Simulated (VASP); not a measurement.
# ScAl3 (P-6m2) in VASP: single point with PBE

Aim: the single point of ScAl3 with PBE.

All numbers are computed with VASP 6.6.1; they aren't measurements. Logs are shortened: lines on timing, memory, paths and dates and some standing lists are left out, and cuts for length are marked.

### 1 The cell of the first run

The structure is hexagonal, space group P-6m2 (No. 187). The conventional cell has a = 5.245 Å, b = 5.245 Å, c = 5.090 Å, α = 90.00°, β = 90.00°, γ = 120.00°. Within 3.9 Å of Sc (site symmetry -6m2) lie 6 Al at 2.96 Å. Al (site symmetry mm2) has 4 Al at 2.62 to 2.63 Å and 2 Sc at 2.96 Å within 3.5 Å.

### 2 Single point, PBE

Input file INCAR:

```
SYSTEM = ScAl3
  PREC = Accurate
  ENCUT = 520
  EDIFF = 1E-6
  ISMEAR = 0
  SIGMA = 0.1
  LREAL = .False.
  LASPH = .True.
  NELM = 60
  ALGO = Normal
  ISIF = 2
  LWAVE = .False.
  LCHARG = .False.
  GGA = PE
  NBANDS = 18
```

Input file KPOINTS:

```
regular mesh
0
Gamma
  6 6 4
  0 0 0
```

Input file POSCAR:

```
ScAl3
1.0
    5.2446598943     -0.0000000036      0.0000000000
   -2.6223299440      4.5420087045      0.0000000000
    0.0000000000      0.0000000000      5.0897211609
Sc Al
1 3
Direct
    0.3333333300      0.6666666700      0.2339471054
    0.4998292586      0.5001707414      0.7339411549
    0.4998292586      0.9996585272      0.7339411549
    0.0003414728      0.5001707414      0.7339411549
```

Potentials or basis: VASP PAW PBE potentials, release 64 (Sc_sv, Al).

On the command line:

```sh
$ cat potpaw_PBE.64/Sc_sv/POTCAR potpaw_PBE.64/Al/POTCAR > POTCAR
$ mpirun -np 1 vasp_std > vasp.out
```

OUTCAR:

```text
SYSTEM = ScAl3
   PREC = Accurate
   ENCUT = 520
   EDIFF = 1E-6
   ISMEAR = 0
   LREAL = .False.
   LASPH = .True.
   NELM = 60
   ISIF = 2
   GGA = PE

 ion  position               nearest neighbor table
   1  0.333  0.667  0.234-   2 2.96   4 2.96   3 2.96   2 2.96   4 2.96   3 2.96
   2  0.500  0.500  0.734-   4 2.62   3 2.62   4 2.63   3 2.63   1 2.96   1 2.96
   3  0.500  1.000  0.734-   2 2.62   4 2.62   2 2.63   4 2.63   1 2.96   1 2.96
   4  0.000  0.500  0.734-   2 2.62   3 2.62   2 2.63   3 2.63   1 2.96   1 2.96

  LATTYP: Found a hexagonal cell.
 ALAT       =     5.2446598943
 C/A-ratio  =     0.9704578111

  Lattice vectors:

 A1 = (   5.2446598943,  -0.0000000036,   0.0000000000)
 A2 = (  -2.6223299440,   4.5420087045,   0.0000000000)
 A3 = (   0.0000000000,   0.0000000000,   5.0897211609)

Analysis of symmetry for initial positions (statically):
=====================================================================
 Subroutine PRICEL returns:
 Original cell was already a primitive cell.

 Routine SETGRP: Setting up the symmetry group for a
 hexagonal supercell.

 Subroutine GETGRP returns: Found  6 space group operations
 (whereof  6 operations were pure point group operations)
 out of a pool of 24 trial point group operations.

The static configuration has the point symmetry C_3v.

Analysis of symmetry for dynamics (positions and initial velocities):
=====================================================================
 Subroutine PRICEL returns:
 Original cell was already a primitive cell.

 Routine SETGRP: Setting up the symmetry group for a
 hexagonal supercell.

 Subroutine GETGRP returns: Found  6 space group operations
 (whereof  6 operations were pure point group operations)
 out of a pool of 24 trial point group operations.

The dynamic configuration has the point symmetry C_3v.

 Subroutine INISYM returns: Found  6 space group operations
 (whereof  6 operations are pure point group operations),
 and found     1 'primitive' translations

----------------------------------------------------------------------------------------

                                     Primitive cell

  volume of cell :     121.2437

  direct lattice vectors                    reciprocal lattice vectors
     5.244659894 -0.000000004  0.000000000     0.190670133  0.110083453  0.000000000
    -2.622329944  4.542008704  0.000000000     0.000000000  0.220166905  0.000000000
     0.000000000  0.000000000  5.089721161     0.000000000  0.000000000  0.196474417

  length of vectors
     5.244659894  5.244659894  5.089721161     0.220166905  0.220166905  0.196474417

  position of ions in fractional coordinates (direct lattice)
     0.333333330  0.666666670  0.233947105
     0.499829259  0.500170741  0.733941155
     0.499829259  0.999658527  0.733941155
     0.000341473  0.500170741  0.733941155

  ion indices of the primitive-cell ions
   primitive index   ion index
                 1           1
                 2           2
                 3           3
                 4           4

----------------------------------------------------------------------------------------

 KPOINTS: regular mesh

Automatic generation of k-mesh.
 Grid dimensions read from file:
 generate k-points for:    6    6    4

 Generating k-lattice:

  Cartesian coordinates                     Fractional coordinates (reciprocal lattice)
     0.031778356  0.018347242  0.000000000     0.166666667  0.000000000  0.000000000
     0.000000000  0.036694484  0.000000000     0.000000000  0.166666667  0.000000000
     0.000000000  0.000000000  0.049118604     0.000000000  0.000000000  0.250000000

  Length of vectors
     0.036694484  0.036694484  0.049118604

  Shift w.r.t. Gamma in fractional coordinates (k-lattice)
     0.000000000  0.000000000  0.000000000

 Subroutine IBZKPT returns following result:
 ===========================================

 Found     24 irreducible k-points:

 Following reciprocal coordinates:
            Coordinates               Weight
  0.000000  0.000000  0.000000      1.000000
  0.166667  0.000000  0.000000      6.000000
  0.333333  0.000000  0.000000      6.000000
  0.500000  0.000000  0.000000      3.000000
  0.166667  0.166667  0.000000      6.000000
  0.333333  0.166667  0.000000     12.000000
[... 16 lines left out ...]
  0.333333  0.166667  0.500000     12.000000
  0.333333  0.333333  0.500000      2.000000
   k-points           NKPTS =     24   k-points in BZ     NKDIM =     24   number of bands    NBANDS=     18
   number of dos      NEDOS =    301   number of ions     NIONS =      4
   total plane-waves  NPLWV =  64000
   dimension x,y,z NGX =    40 NGY =   40 NGZ =   40
   dimension x,y,z NGXF=    80 NGYF=   80 NGZF=   80
   ions per type =               1   3
   NGX,Y,Z   is equivalent  to a cutoff of  12.68, 12.68, 13.07 a.u.
   NGXF,Y,Z  is equivalent  to a cutoff of  25.36, 25.36, 26.13 a.u.
 SYSTEM =  ScAl3
   PREC   = accura    normal or accurate (medium, high low for compatibility)
   ISTART =      0    job   : 0-new  1-cont  2-samecut
   ICHARG =      2    charge: 1-file 2-atom 10-const
   ISPIN  =      1    spin polarized calculation?
   LNONCOLLINEAR =      F non collinear calculations
   LSORBIT =      F    spin-orbit coupling
   LASPH  =      T    aspherical Exc in radial PAW
   ENCUT  =  520.0 eV  38.22 Ry    6.18 a.u.   9.75  9.75  9.46*2*pi/ulx,y,z
   NELM   =     60;   NELMIN=  2; NELMDL= -5     # of ELM steps
   EDIFF  = 0.1E-05   stopping-criterion for ELM
   LREAL  =      F    real-space projection
   EDIFFG = 0.1E-04   stopping-criterion for IOM
   NSW    =      0    number of steps for IOM
   IBRION =     -1    ionic relax: 0-MD 1-quasi-New 2-CG
   NFREE  =      0    steps in history (QN), initial steepest desc. (CG)
   ISIF   =      2    stress and relaxation
   ISYM   =      2    0-nonsym 1-usesym 2-fastsym
   POTIM  = 0.5000    time-step for ionic-motion
   TEBEG  =    0.0;   TEEND  =   0.0 temperature during run
   PSTRESS=    0.0 pullay stress
   NELECT =      20.0000    total number of electrons
   NUPDOWN=      -1.0000    fix difference up-down
   EMIN   =  10.00;   EMAX   =-10.00  energy-range for DOS
   EFERMI =   0.00;   METHOD = LEGACY
   ISMEAR =     0;   SIGMA  =   0.10  broadening in eV -4-tet -1-fermi 0-gaus
   EFERMI_NEDOS =   21; number of points for ismear=-14 and -15
   IALGO  =     38    algorithm
   IMIX   =      4    mixing-type and parameters
     AMIX     =   0.40;   BMIX     =  1.00
     AMIX_MAG =   1.60;   BMIX_MAG =  1.00
  volume/ion in A,a.u.               =      30.31       204.55
  Fermi-wavevector in a.u.,A,eV,Ry     =   0.897839  1.696669 10.967855  0.806115
  Thomas-Fermi vector in A             =   2.020473
   LORBIT       =      0    0 simple, 1 ext, 2 COOP (PROOUT), +10 PAW based schemes
   GGA     = PE    functional components
   LHFCALC =     F    Hartree Fock is set to
   AEXX    =    0.0000 exact exchange contribution
   IVDW    =     0    specifies the selected vdW correction
   LEPSILON=     F    determine dielectric tensor
   LRPA    =     F    only Hartree local field effects (RPA)
 non-spin polarized calculation
 Gauss-broadening in eV      SIGMA  =   0.10
  energy-cutoff  :      520.00
  volume of cell :      121.24
 maximum number of plane-waves:      3288
 NGX is ok and might be reduce to    40
   NGX = 19   NGY = 19   NGZ = 19

 number of electron      19.9999999 magnetization

 Free energy of the ion-electron system (eV)
  ---------------------------------------------------
  ext. energy  EPLUGINS =         0.00000000
  ---------------------------------------------------
  free energy    TOTEN  =       -14.90374040 eV

  energy without entropy =      -14.87893652  energy(sigma->0) =      -14.89133846

 E-fermi :   2.6114     XC(G=0):  -7.9109

 val. band max:        2.6079121106   @ k =   0.3333   0.0000   0.0000
 cond. band min:       2.6288563337   @ k =   0.1667   0.0000   0.2500
 fundamental gap:      0.0209442232
 Fermi energy:         2.6114492145

 k-point     1 :       0.0000    0.0000    0.0000
  band No.  band energies     occupation
      1     -47.8352      2.00000
      2     -26.5638      2.00000
      3     -26.5638      2.00000
      4     -26.2323      2.00000
      5      -5.5394      2.00000
      6      -0.6105      2.00000
[... 10 lines left out ...]
     17       5.3345      0.00000
     18       6.4428      0.00000

 k-point     2 :       0.1667    0.0000    0.0000
  band No.  band energies     occupation
      1     -47.8352      2.00000
      2     -26.5640      2.00000
      3     -26.5639      2.00000
      4     -26.2323      2.00000
      5      -5.3703      2.00000
      6      -1.3454      2.00000
[... 10 lines left out ...]
     17       5.6600      0.00000
     18       6.6773      0.00000

 k-point     3 :       0.3333    0.0000    0.0000
  band No.  band energies     occupation
      1     -47.8352      2.00000
      2     -26.5644      2.00000
      3     -26.5640      2.00000
      4     -26.2322      2.00000
      5      -4.8976      2.00000
      6      -2.5382      2.00000
[... 10 lines left out ...]
     17       5.8673      0.00000
     18       6.0059      0.00000

 k-point     4 :       0.5000    0.0000    0.0000
  band No.  band energies     occupation
      1     -47.8352      2.00000
      2     -26.5646      2.00000
      3     -26.5640      2.00000
      4     -26.2322      2.00000
      5      -4.4574      2.00000
      6      -3.2515      2.00000
[... 375 lines left out ...]
      4     -26.2349      2.00000
      5      -4.6538      2.00000
      6      -1.9149      2.00000
[... 10 lines left out ...]
     17       5.5175      0.00000
     18       6.2336      0.00000

 k-point    23 :       0.3333    0.1667    0.5000
  band No.  band energies     occupation
      1     -47.8352      2.00000
      2     -26.5643      2.00000
      3     -26.5639      2.00000
      4     -26.2348      2.00000
      5      -4.0842      2.00000
      6      -2.8635      2.00000
[... 10 lines left out ...]
     17       5.7220      0.00000
     18       7.3811      0.00000

 k-point    24 :       0.3333    0.3333    0.5000
  band No.  band energies     occupation
      1     -47.8352      2.00000
      2     -26.5642      2.00000
      3     -26.5642      2.00000
      4     -26.2348      2.00000
      5      -3.5967      2.00000
      6      -3.3596      2.00000
[... 10 lines left out ...]
     17       5.5321      0.00000
     18       7.0221      0.00000

------------------------ aborting loop because EDIFF is reached ----------------------------------------

  FORCE on cell =-STRESS in cart. coord.  units (eV):
  Direction    XX          YY          ZZ          XY          YZ          ZX
  --------------------------------------------------------------------------------------
  -------------------------------------------------------------------------------------
  Total       -0.0223046     -0.0223046     -0.0349841     -0.0000000      0.0000000      0.0000000
  in kB       -0.2947450     -0.2947450     -0.4622983     -0.0000000      0.0000000      0.0000000
  external PRESSURE =      -0.3505961 kB  Pullay stress =       0.0000000 kB

 VOLUME and BASIS-vectors are now :
 -----------------------------------------------------------------------------
  energy-cutoff  :      520.00
  volume of cell :      121.24
      direct lattice vectors                 reciprocal lattice vectors
     5.244659894 -0.000000004  0.000000000     0.190670133  0.110083453  0.000000000
    -2.622329944  4.542008704  0.000000000     0.000000000  0.220166905  0.000000000
     0.000000000  0.000000000  5.089721161     0.000000000  0.000000000  0.196474417

 POSITION                                       TOTAL-FORCE (eV/Angst)
 -----------------------------------------------------------------------------------
     -0.00000      3.02801      1.19073        -0.000000     -0.000000     -0.000039
      1.30982      2.27178      3.73556         0.012031     -0.006946      0.000013
     -0.00000      4.54046      3.73556         0.000000      0.013892      0.000013
     -1.30982      2.27178      3.73556        -0.012031     -0.006946      0.000013
 -----------------------------------------------------------------------------------
    total drift:                                0.000033     -0.000019      0.000143

  FREE ENERGIE OF THE ION-ELECTRON SYSTEM (eV)
  ---------------------------------------------------
  free  energy   TOTEN  =       -14.9037404033 eV

  energy  without entropy=      -14.8789365240  energy(sigma->0) =      -14.89133846
```

Run time: 37 s. Hardware: 1 thread of AMD EPYC 9R45 (Zen 5), shared host; peak memory 0.22 GiB.

Results:

```
Free energy            : -14.9037 eV
Pressure               : 0.0 GPa
Largest force          : 0.014 eV/Å
Band gap on the k mesh : zero (band 10 reaches 2.75 eV, above the bottom of band 11 at 2.06 eV)
```

Forces in eV/Å, atoms in the order of the input:
```
Sc   0.000  0.000  0.000
Al   0.012 -0.007  0.000
Al   0.000  0.014  0.000
Al  -0.012 -0.007  0.000
```
